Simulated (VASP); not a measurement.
# PtS2 (P-3m1) in VASP: single point with PBE+U

Aim: the single point of PtS2 with PBE+U.

Everything below comes from runs of VASP 6.6.1. Logs are shortened: lines on timing, memory, paths and dates and some standing lists are left out, and cuts for length are marked.

### 1 The cell of the first run

Symmetry: P-3m1, No. 164, trigonal system. The conventional cell has a = 3.543 Å, b = 3.543 Å, c = 5.039 Å, α = 90.00°, β = 90.00°, γ = 120.00°. Within 3.2 Å of Pt (site symmetry -3m) lie 6 S at 2.40 Å. S (site symmetry 3m) has 3 Pt at 2.40 Å and 6 S at 3.25 Å within 3.3 Å.

### 2 Single point, PBE+U, collinear spin, zero start

INCAR

```
ALGO     = Normal         # electronic algorithm
EDIFF    = 1E-6           # SCF threshold, eV
ENCUT    = 570            # plane-wave cutoff, eV
GGA      = PE             # functional
GGA_COMPAT= F            
ISIF     = 2              # what is computed and relaxed
ISMEAR   = 0              # smearing method
ISPIN    = 2              # spin polarisation
LASPH    = T              # aspherical terms in the spheres
LCHARG   = F              # write CHGCAR
LDAU     = T              # DFT+U
LDAUJ    = 0 0          
LDAUL    = 2 -1           # shell
LDAUPRINT= 1            
LDAUTYPE = 2            
LDAUU    = 1 0            # U, eV
LMAXMIX  = 4              # l up to which the mixer works
LORBIT   = 11             # projections on sites
LREAL    = F              # projectors in reciprocal space
LWAVE    = F              # write WAVECAR
MAGMOM   = 0 0 0          # initial moments
NBANDS   = 26             # bands
NELM     = 200            # most SCF steps
NUPDOWN  = 0.0            # fixed moment
PREC     = Accurate       # precision mode
SIGMA    = 0.05           # smearing width, eV
```

KPOINTS

```
k-points
0
Gamma
  6 6 4
```

POSCAR

```
PtS2
1.0
    3.5431995400      0.0000000000      0.0000000000
   -1.7715997700      3.0685008100      0.0000000000
    0.0000000000      0.0000000000      5.0388000900
Pt S
1 2
Direct
    0.0000000000      0.0000000000      0.0000000000
    0.3333333333      0.6666666667      0.2500000000
    0.6666666667      0.3333333333      0.7500000000
```

Potentials or basis: VASP PAW PBE potentials, release 64 (Pt_sv_GW, S).

On the command line:

```sh
$ cat potpaw_PBE.64/Pt_sv_GW/POTCAR potpaw_PBE.64/S/POTCAR > POTCAR
$ mpirun -np 1 vasp_std > vasp.out
```

OUTCAR:

```text
EDIFF = 1E-6
   ENCUT = 570
   GGA = PE
   ISIF = 2
   ISMEAR = 0
   ISPIN = 2
   LASPH = T
   LORBIT = 11
   LREAL = F
   NELM = 200
   NUPDOWN = 0.0
   PREC = Accurate

 ion  position               nearest neighbor table
   1  0.000  0.000  0.000-   2 2.40   3 2.40   3 2.40   2 2.40   3 2.40   2 2.40
   2  0.333  0.667  0.250-   1 2.40   1 2.40   1 2.40
   3  0.667  0.333  0.750-   1 2.40   1 2.40   1 2.40

  LATTYP: Found a hexagonal cell.
 ALAT       =     3.5431995400
 C/A-ratio  =     1.4221045225

  Lattice vectors:

 A1 = (   3.5431995400,   0.0000000000,   0.0000000000)
 A2 = (  -1.7715997700,   3.0685008100,   0.0000000000)
 A3 = (   0.0000000000,   0.0000000000,   5.0388000900)

Analysis of symmetry for initial positions (statically):
=====================================================================
 Subroutine PRICEL returns:
 Original cell was already a primitive cell.

 Routine SETGRP: Setting up the symmetry group for a
 hexagonal supercell.

 Subroutine GETGRP returns: Found 12 space group operations
 (whereof 12 operations were pure point group operations)
 out of a pool of 24 trial point group operations.

The static configuration has the point symmetry D_3d.

Analysis of symmetry for dynamics (positions and initial velocities):
=====================================================================
 Subroutine PRICEL returns:
 Original cell was already a primitive cell.

 Routine SETGRP: Setting up the symmetry group for a
 hexagonal supercell.

 Subroutine GETGRP returns: Found 12 space group operations
 (whereof 12 operations were pure point group operations)
 out of a pool of 24 trial point group operations.

The dynamic configuration has the point symmetry D_3d.

Analysis of structural, dynamic, and magnetic symmetry:
=====================================================================
[... 181 lines left out ...]
  o =  0.8566  v =  0.0000  0.5890  0.0000  0.0000  0.8081  0.0000  0.0000  0.0000  0.0000  0.0000      0.0000  0.0000  0.0000  0.0000  0.0000  0.0000  0.0000  0.0000  0.0000  0.0000
  o =  0.8566  v =  0.8081 -0.0000 -0.0000  0.5890 -0.0000  0.0000  0.0000  0.0000  0.0000  0.0000      0.0000  0.0000  0.0000  0.0000  0.0000  0.0000  0.0000  0.0000  0.0000  0.0000
  o =  0.8566  v =  0.0000  0.0000  0.0000  0.0000  0.0000 -0.0000 -0.5890 -0.0000 -0.0000 -0.8081      0.0000  0.0000  0.0000  0.0000  0.0000  0.0000  0.0000  0.0000  0.0000  0.0000
  o =  0.8566  v =  0.0000  0.0000  0.0000  0.0000  0.0000  0.8081 -0.0000 -0.0000  0.5890 -0.0000      0.0000  0.0000  0.0000  0.0000  0.0000  0.0000  0.0000  0.0000  0.0000  0.0000
  o =  0.8579  v =  0.0000  0.0000  0.0000  0.0000  0.0000 -0.0000 -0.0000  1.0000 -0.0000 -0.0000      0.0000  0.0000  0.0000  0.0000  0.0000  0.0000  0.0000  0.0000  0.0000  0.0000
  o =  0.8579  v = -0.0000 -0.0000  1.0000 -0.0000 -0.0000  0.0000  0.0000  0.0000  0.0000  0.0000      0.0000  0.0000  0.0000  0.0000  0.0000  0.0000  0.0000  0.0000  0.0000  0.0000

 number of electron      29.9999998 magnetization       0.0000000

 Free energy of the ion-electron system (eV)
  ---------------------------------------------------
  ext. energy  EPLUGINS =         0.00000000
  ---------------------------------------------------
  free energy    TOTEN  =       -14.46714571 eV

  energy without entropy =      -14.46714571  energy(sigma->0) =      -14.46714571

 E-fermi :   6.9345     XC(G=0): -10.8542

 val. band max:        6.7119701333   @ k =   0.0000   0.0000   0.0000
 cond. band min:       7.2718127503   @ k =   0.3333   0.3333   0.0000
 fundamental gap:      0.5598426171
 Fermi energy:         6.9345060428

 spin component 1

 k-point     1 :       0.0000    0.0000    0.0000
  band No.  band energies     occupation
      1     -92.7450      1.00000
      2     -46.9232      1.00000
      3     -46.9232      1.00000
      4     -46.8662      1.00000
      5      -8.5417      1.00000
      6      -5.7188      1.00000
[... 685 lines left out ...]
     25      18.2749      0.00000
     26      20.4479      0.00000
 Fermi energy:         6.9345060428

 spin component 2

 k-point     1 :       0.0000    0.0000    0.0000
  band No.  band energies     occupation
      1     -92.7450      1.00000
      2     -46.9232      1.00000
      3     -46.9232      1.00000
      4     -46.8662      1.00000
      5      -8.5417      1.00000
      6      -5.7188      1.00000
[... 685 lines left out ...]
     25      18.2749      0.00000
     26      20.4479      0.00000

------------------------ aborting loop because EDIFF is reached ----------------------------------------

  FORCE on cell =-STRESS in cart. coord.  units (eV):
  Direction    XX          YY          ZZ          XY          YZ          ZX
  --------------------------------------------------------------------------------------
  -------------------------------------------------------------------------------------
  Total        0.8045537      0.8045537      0.0389535      0.0000000     -0.0000000     -0.0000000
  in kB       23.5297143     23.5297143      1.1392219      0.0000000     -0.0000000     -0.0000000
  external PRESSURE =      16.0662169 kB  Pullay stress =       0.0000000 kB

 VOLUME and BASIS-vectors are now :
 -----------------------------------------------------------------------------
  energy-cutoff  :      570.00
  volume of cell :       54.78
      direct lattice vectors                 reciprocal lattice vectors
     3.543199540  0.000000000  0.000000000     0.282230789  0.162946022  0.000000000
    -1.771599770  3.068500810  0.000000000     0.000000000  0.325892044  0.000000000
     0.000000000  0.000000000  5.038800090     0.000000000  0.000000000  0.198459947

 POSITION                                       TOTAL-FORCE (eV/Angst)
 -----------------------------------------------------------------------------------
      0.00000      0.00000      0.00000         0.000000      0.000000      0.000000
     -0.00000      2.04567      1.25970        -0.000000      0.000000     -0.345656
      1.77160      1.02283      3.77910         0.000000     -0.000000      0.345656
 -----------------------------------------------------------------------------------
    total drift:                               -0.000000     -0.000000     -0.000000

  FREE ENERGIE OF THE ION-ELECTRON SYSTEM (eV)
  ---------------------------------------------------
  free  energy   TOTEN  =       -14.4671457130 eV

  energy  without entropy=      -14.4671457130  energy(sigma->0) =      -14.46714571

 total charge

# of ion       s       p       d       f       tot
--------------------------------------------------
    1        4.386   6.119   7.439   0.032  17.976
    2        1.365   2.268   0.000   0.000   3.633
    3        1.365   2.268   0.000   0.000   3.633
--------------------------------------------------
tot          7.116  10.655   7.439   0.032  25.242

 magnetization (x)

# of ion       s       p       d       f       tot
--------------------------------------------------
    1        0.000   0.000   0.000  -0.000   0.000
    2       -0.000  -0.000   0.000   0.000  -0.000
    3       -0.000  -0.000   0.000   0.000  -0.000
--------------------------------------------------
tot          0.000  -0.000   0.000  -0.000   0.000
```

OSZICAR:

```text
N       E                     dE             d eps       ncg     rms          rms(c)
DAV:   1     0.184296995685E+03    0.18430E+03   -0.18108E+04  2904   0.118E+03
DAV:   2    -0.954125541081E+01   -0.19384E+03   -0.18237E+03  3052   0.318E+02
DAV:   3    -0.178632166648E+02   -0.83220E+01   -0.82041E+01  3028   0.568E+01
DAV:   4    -0.179428496933E+02   -0.79633E-01   -0.79485E-01  2996   0.587E+00
DAV:   5    -0.179440439183E+02   -0.11942E-02   -0.11936E-02  3194   0.652E-01    0.583E+01
DAV:   6    -0.150468085202E+02    0.28972E+01   -0.18621E+01  3332   0.291E+01    0.450E+01
DAV:   7    -0.145498345276E+02    0.49697E+00   -0.39305E+00  2964   0.167E+01    0.242E+01
DAV:   8    -0.144763799115E+02    0.73455E-01   -0.28642E-01  2680   0.418E+00    0.176E+00
DAV:   9    -0.144668398468E+02    0.95401E-02   -0.67306E-02  2974   0.176E+00    0.888E-01
DAV:  10    -0.144671255676E+02   -0.28572E-03   -0.74820E-03  2796   0.666E-01    0.262E-01
DAV:  11    -0.144671403937E+02   -0.14826E-04   -0.10157E-04  3202   0.652E-02    0.156E-01
DAV:  12    -0.144671486388E+02   -0.82451E-05   -0.14139E-05  2858   0.273E-02    0.133E-01
DAV:  13    -0.144671451602E+02    0.34786E-05   -0.33489E-05  2768   0.486E-02    0.190E-02
DAV:  14    -0.144671457130E+02   -0.55280E-06   -0.33808E-06  2918   0.103E-02
   1 F= -.14467146E+02 E0= -.14467146E+02  d E =-.488692E-12  mag=    -0.0000
```

It took 40 s on 1 thread of Intel Xeon Platinum 8559C (Emerald Rapids), shared host; peak memory 0.23 GiB.

Results:

```
Free energy                                           : -14.4671 eV
Pressure                                              : 1.6 GPa
Largest force                                         : 0.346 eV/Å
Net moment                                            : 0.00 μB per cell
Valence electrons inside the program's atomic spheres : Pt 17.98; S 3.63
```

Forces in eV/Å, atoms in the order of the input:
```
Pt   0.000  0.000  0.000
S    0.000  0.000 -0.346
S    0.000  0.000  0.346
```

Eigenvalues of the final occupation matrices:
| site | spin | trace | eigenvalues |
| --- | --- | --- | --- |
| site 1 d | 1 | 3.75 | 0.59 0.59 0.86 0.86 0.86 |
| site 1 d | 2 | 3.75 | 0.59 0.59 0.86 0.86 0.86 |

Caveat: spin-orbit coupling is left out, which moves the levels of the heavy elements; the total moment is fixed, so each spin has its own Fermi level.
